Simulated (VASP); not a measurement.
Crystal: Cs.

```
Cs
1.0
     0.00000    5.25500    5.25500
     5.25500    0.00000    5.25500
     5.25500    5.25500    0.00000
Cs
2
Cartesian
  10.5100 10.5100 10.5100
  2.6275 2.6275 2.6275
```

This isn't the form of Cs at room conditions, which is bcc.

* Program: VASP 6.6.1
* Task: relaxation of cell and atoms
* Functional: PBEsol
* Potentials or basis: VASP PAW PBE potentials, release 64 (Cs_sv)
* Cutoff: 500 eV
* k mesh: 4 × 4 × 4
* Occupations: fermi-dirac, width 0.05 eV
* Spin: no spin polarisation

At the start: pressure 0.1 GPa; volume 145.12 Å³/atom.

Problem. How do energy, volume and symmetry change on relaxing?

Solution. Over 4 steps the energy falls by 8.1 meV/atom and the volume is 169.43 Å³/atom (+16.8 %); space group Fd-3m (No. 227, to 0.1 Å) before and after.

Step by step:
```
step  energy change (eV)  largest force (eV/Å)  pressure (GPa)  volume (Å³)
   1              0.0000                0.0000            0.12       290.23
   2             -0.0033                0.0000            0.11       294.87
   3             -0.0109                0.0000            0.06       309.08
   4             -0.0162                0.0000            0.00       338.85
```

Final structure:
```
Cs
1.0
     0.00000    5.53343    5.53343
     5.53343    0.00000    5.53343
     5.53343    5.53343    0.00000
Cs
2
Direct
  0.00000 0.00000 0.00000
  0.25000 0.25000 0.25000
```

Caveat: the volume moved by over 15 % at a fixed basis, so the end points are rough; the PAW data sets were made with another functional, which shifts forces and pressure a little.
